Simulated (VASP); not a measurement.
A run of VASP 6.6.1 is set up as follows.

Contents of POSCAR:

```
Sn
1.0
    0.0000000000      3.2721700439      3.2721700439
    3.2721700439      0.0000000000      3.2721700439
    3.2721700439      3.2721700439      0.0000000000
Sn
2
Direct
    1.0000000000      1.0000000000      1.0000000000
    0.2500000000      0.2500000000      0.2500000000
```

The input INCAR.step1:

```
PREC     = Accurate       # precision mode
ENCUT    = 520            # plane-wave cutoff, eV
ISMEAR   = 1              # smearing method
SIGMA    = 0.05           # smearing width, eV
LREAL    = F              # projectors in reciprocal space
LASPH    = T              # aspherical terms in the spheres
NELM     = 100            # most SCF steps
NBANDS   = 21             # bands
GGA      = PE             # functional
ALGO     = Normal         # electronic algorithm
EDIFF    = 1E-4           # SCF threshold, eV
LWAVE    = T              # write WAVECAR
LCHARG   = F              # write CHGCAR
```

Contents of INCAR.step2:

```
PREC     = Accurate       # precision mode
ENCUT    = 520            # plane-wave cutoff, eV
EDIFF    = 1E-6           # SCF threshold, eV
ISMEAR   = 1              # smearing method
SIGMA    = 0.05           # smearing width, eV
LREAL    = F              # projectors in reciprocal space
LASPH    = T              # aspherical terms in the spheres
NELM     = 100            # most SCF steps
ALGO     = Normal         # electronic algorithm
ISIF     = 2              # what is computed and relaxed
LWAVE    = F              # write WAVECAR
LCHARG   = F              # write CHGCAR
METAGGA  = R2SCAN         # meta-GGA
LMIXTAU  = T            
NBANDS   = 21             # bands
ISTART   = 1
```

The input KPOINTS:

```
Automatic mesh
0
Gamma
  12 12 12
```

Potentials or basis: VASP PAW PBE potentials, release 64 (Sn_d).

Command:

```sh
$ cat potpaw_PBE.64/Sn_d/POTCAR > POTCAR
$ cp INCAR.step1 INCAR
$ mpirun -np 1 vasp_std > vasp.out
$ cp INCAR.step2 INCAR
$ mpirun -np 1 vasp_std > vasp.out
```

Problem. What does it give for the pressure?

Solution. 0.4 GPa.

Problem. What does it give for the band gap on the k mesh?

Solution. Zero (filled and empty bands touch).

Caveat: the PAW data sets were made with another functional, which shifts forces and pressure a little; spin-orbit coupling is left out, which moves the levels of the heavy elements.
